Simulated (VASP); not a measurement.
Set up this calculation in VASP 6.6.1, as the native input.

| Item | Value |
| --- | --- |
| Task | relaxation of cell and atoms |
| Functional | PBEsol |
| Potentials or basis | VASP PAW PBE potentials, release 64 (Os) |
| Cutoff | 600 eV |
| k mesh | 19 × 19 × 19 |
| Occupations | fermi-dirac, width 0.1 eV |
| Spin | no spin polarisation |
| Target pressure | 60 GPa |
| Dipole correction | no |
| Further INCAR settings | ALGO = Normal; EDIFF = 1e-07; IBRION = 2; EDIFFG = -0.03; NSW = 60; ISIF = 3 |

The structure of Os lies in POSCAR:

```
Os
1.0
    0.0000000000      1.9100000000      1.9100000000
    1.9100000000      0.0000000000      1.9100000000
    1.9100000000      1.9100000000      0.0000000000
Os
1
Direct
    0.0000000000      0.0000000000      0.0000000000
```

This isn't the form of Os at room conditions, which is hcp.

These files were run (other wordings do the same):

INCAR

```
ALGO = Normal
EDIFF = 1E-7
EDIFFG = -0.03
ENCUT = 600
GGA = PS
GGA_COMPAT = F
IBRION = 2
ISIF = 3
ISMEAR = -1
LASPH = T
LCHARG = F
LREAL = F
LWAVE = F
NELM = 120
NELMIN = 4
NSW = 60
PREC = Accurate
PSTRESS = 600.0
SIGMA = 0.1
```

KPOINTS

```
k-points
0
Gamma
  19 19 19
```

Potentials or basis: VASP PAW PBE potentials, release 64 (Os).

The run is started by

```bash
$ cat potpaw_PBE.64/Os/POTCAR > POTCAR
$ mpirun -np 1 vasp_std > vasp.out
```

It gave:

```json
{"Relaxed volume": "12.56 Å³/atom", "Relaxed cell": "a = 2.609 Å, b = 2.609 Å, c = 2.609 Å, α = 60.00°, β = 60.00°, γ = 60.00°", "Space group after relaxing (to 0.1 Å)": "Fm-3m (No. 225)", "Energy change on relaxing (the run minimises the enthalpy)": "+236.1 meV/atom", "Ionic steps": "14", "Pressure after relaxing": "59.6 GPa", "Band gap on the k mesh": "zero (bands 4 and 5 overlap by 4.57 eV)"}
```

Caveat: the cell is relaxed towards a set pressure, so the run minimises the enthalpy, not the energy; the PAW data sets were made with another functional, which shifts forces and pressure a little; spin-orbit coupling is left out, which moves the levels of the heavy elements.

Wall time 2.7 min on 1 thread of AMD EPYC 7R13 Processor (Zen 3), on a shared host, peak memory 0.16 GiB.
